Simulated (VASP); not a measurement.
A run of VASP 6.6.1 is set up as follows.

Contents of INCAR:

```
ALGO = Normal
EDIFF = 1E-6
ENCUT = 600
GGA = PE
GGA_COMPAT = False
ISIF = 2
ISMEAR = -1
ISPIN = 2
LASPH = True
LCHARG = False
LMAXMIX = 4
LORBIT = 11
LREAL = False
LWAVE = False
MAGMOM = 2 0
NBANDS = 22
NELM = 200
PREC = Accurate
SIGMA = 0.05
```

File KPOINTS:

```
k-points
0
Gamma
  11 11 11
```

File POSCAR:

```
CoO
1.0
    0.0000000000      2.0879894168      2.0879894168
    2.0879894168      0.0000000000      2.0879894168
    2.0879894168      2.0879894168      0.0000000000
Co O
1 1
Direct
    0.0000000000      0.0000000000      0.0000000000
    0.5000000000      0.5000000000      0.5000000000
```

Potentials or basis: VASP PAW PBE potentials, release 64 (Co_sv, O).

Command:

```console
$ cat potpaw_PBE.64/Co_sv/POTCAR potpaw_PBE.64/O/POTCAR > POTCAR
$ mpirun -np 1 vasp_std > vasp.out
```

Task: What does it give for the net moment?

Result: 2.76 μB per cell.

Task: What does it give for the site moments?

Result: Co +2.40; O +0.26 μB.

Caveat: a cell with one magnetic atom can't hold antiferromagnetic order, which such compounds often take.
